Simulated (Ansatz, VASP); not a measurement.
# One calculation of SnO2, two programs

The input INCAR:

```
  PREC = Accurate
  ENCUT = 520
  EDIFF = 1E-6
  ISMEAR = 0
  SIGMA = 0.05
  LREAL = F
  LASPH = T
  NELM = 60
  ALGO = Normal
  ISIF = 2
  LWAVE = F
  LCHARG = F
  GGA = PE
  NBANDS = 20
```

File KPOINTS:

```
Automatic mesh
0
Gamma
  12 12 12
```

The input POSCAR:

```
SnO2
1.0
    1.5874934052      0.9165397449      4.8292069647
   -1.5874934052      0.9165397449      4.8292069647
    0.0000000000     -1.8330794897      4.8292069648
Sn O
1 2
Direct
    0.5000000000      0.5000000000      0.5000000000
    0.2521652253      0.2521652253      0.2521652253
    0.7478347747      0.7478347747      0.7478347747
```

Input for Ansatz:

```yaml
crystal:
  lattice:
    - [1.5874934052, 0.9165397449, 4.8292069647]
    - [-1.5874934052, 0.9165397449, 4.8292069647]
    - [0.0, -1.8330794897, 4.8292069648]
  atoms:
    - { symbol: Sn, position: [0.5, 0.5, 0.5] }
    - { symbol: O, position: [0.2521652253, 0.2521652253, 0.2521652253] }
    - { symbol: O, position: [0.7478347747, 0.7478347747, 0.7478347747] }
basis:
  ecutwfc: 520.0
kpoints:
  mp_grid: { grid: [12, 12, 12] }
hamiltonian:
  xc: pbe
  pseudopotentials: { kind: paw, azcp: { folder: soft_1 } }
scf:
  occupations: { method: gaussian, width: 0.05 }
output:
  forces: true
  stress: true
  eigenvalues: true
```

Alike in both runs: task single point; functional PBE; k mesh 12 × 12 × 12; occupations gaussian, width 0.05 eV; no spin polarisation.

```csv
,VASP,Ansatz
version,VASP 6.6.1,Ansatz 0.2.0
potentials or method,"VASP PAW PBE potentials, release 64 (Sn_d, O), cutoff 520 eV","scalar-relativistic, plane waves, PAW"
valence electrons in the cell,26,26
```

|  | VASP | Ansatz | Ansatz less VASP |
| --- | --- | --- | --- |
| gap on the k mesh at the Fermi level (eV) | 1.56 | 1.58 | +0.025 |
| least direct gap on the mesh (eV) | 1.57 | 1.60 | +0.029 |
| pressure (GPa) | -9.0 | -9.5 | -0.48 |
| traceless stress, the component that is largest in VASP (GPa) | -12.20 | -12.06 | +0.143 |
| rms of the force components (eV/Å) | 1.215 | 1.244 | +0.0286 |

Atom by atom the forces differ by 0.029 eV/Å (rms over components).
